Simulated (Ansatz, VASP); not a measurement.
# C: VASP beside Ansatz

INCAR

```
SYSTEM = C
  PREC = Accurate
  ENCUT = 520
  EDIFF = 1E-6
  ISMEAR = 0
  SIGMA = 0.05
  LREAL = .False.
  LASPH = .True.
  NELM = 100
  ALGO = Normal
  ISIF = 2
  LWAVE = .False.
  LCHARG = .True.
  LELF = .True.
  LVHAR = .True.
  NBANDS = 36
```

Contents of KPOINTS:

```
Automatic mesh
0
Gamma
  12 12 2
  0 0 0
```

The input POSCAR:

```
C
1.0
    2.3177000000      0.0000000000      0.0000000000
   -1.1588500000      2.0071870784      0.0000000000
    0.0000000000      0.0000000000     12.7015000000
C
12
Direct
    0.0000000000      0.0000000000      0.1868599868
    0.0000000000      0.0000000000      0.6868599868
    0.0000000000      0.0000000000      0.3131400132
    0.0000000000      0.0000000000      0.8131400132
    0.3333333333      0.6666666667      0.5207718743
    0.6666666667      0.3333333333      0.0207718743
    0.3333333333      0.6666666667      0.9792281257
    0.6666666667      0.3333333333      0.4792281257
    0.3333333333      0.6666666667      0.6450609412
    0.6666666667      0.3333333333      0.1450609412
    0.3333333333      0.6666666667      0.8549390588
    0.6666666667      0.3333333333      0.3549390588
```

Input for Ansatz:

```yaml
crystal:
  lattice:
    - [2.3177, 0.0, 0.0]
    - [-1.15885, 2.0071870784, 0.0]
    - [0.0, 0.0, 12.7015]
  atoms:
    - { symbol: C, position: [0.0, 0.0, 0.1868599868] }
    - { symbol: C, position: [0.0, 0.0, 0.6868599868] }
    - { symbol: C, position: [0.0, 0.0, 0.3131400132] }
    - { symbol: C, position: [0.0, 0.0, 0.8131400132] }
    - { symbol: C, position: [0.3333333333, 0.6666666667, 0.5207718743] }
    - { symbol: C, position: [0.6666666667, 0.3333333333, 0.0207718743] }
    - { symbol: C, position: [0.3333333333, 0.6666666667, 0.9792281257] }
    - { symbol: C, position: [0.6666666667, 0.3333333333, 0.4792281257] }
    - { symbol: C, position: [0.3333333333, 0.6666666667, 0.6450609412] }
    - { symbol: C, position: [0.6666666667, 0.3333333333, 0.1450609412] }
    - { symbol: C, position: [0.3333333333, 0.6666666667, 0.8549390588] }
    - { symbol: C, position: [0.6666666667, 0.3333333333, 0.3549390588] }
basis:
  ecutwfc: 520.0
kpoints:
  mp_grid: { grid: [12, 12, 2] }
hamiltonian:
  xc: lda
  pseudopotentials: { kind: paw, azcp: { folder: soft_1 } }
scf:
  occupations: { method: gaussian, width: 0.05 }
output:
  forces: true
  stress: true
  eigenvalues: true
```

Alike in both runs: task single point; functional LDA; k mesh 12 × 12 × 2; occupations gaussian, width 0.05 eV; no spin polarisation.

|  | VASP | Ansatz |
| --- | --- | --- |
| version | VASP 6.6.1 | Ansatz 0.2.0 |
| potentials or method | VASP PAW LDA potentials, release 64 (C), cutoff 520 eV | scalar-relativistic, plane waves, PAW |
| valence electrons in the cell | 48 | 48 |

```tsv
	VASP	Ansatz	Ansatz less VASP
gap on the k mesh at the Fermi level (eV)	2.75	2.75	0.000
least direct gap on the mesh (eV)	2.75	2.75	0.000
rms of the force components (eV/Å)	0.383	0.361	-0.0221
```

Ansatz warns that its potentials were made for another functional, while VASP's fit it. LDA's correlation is that of Perdew and Zunger in VASP and of Perdew and Wang (1992) in Ansatz. Atom by atom the forces differ by 0.022 eV/Å (rms over components).
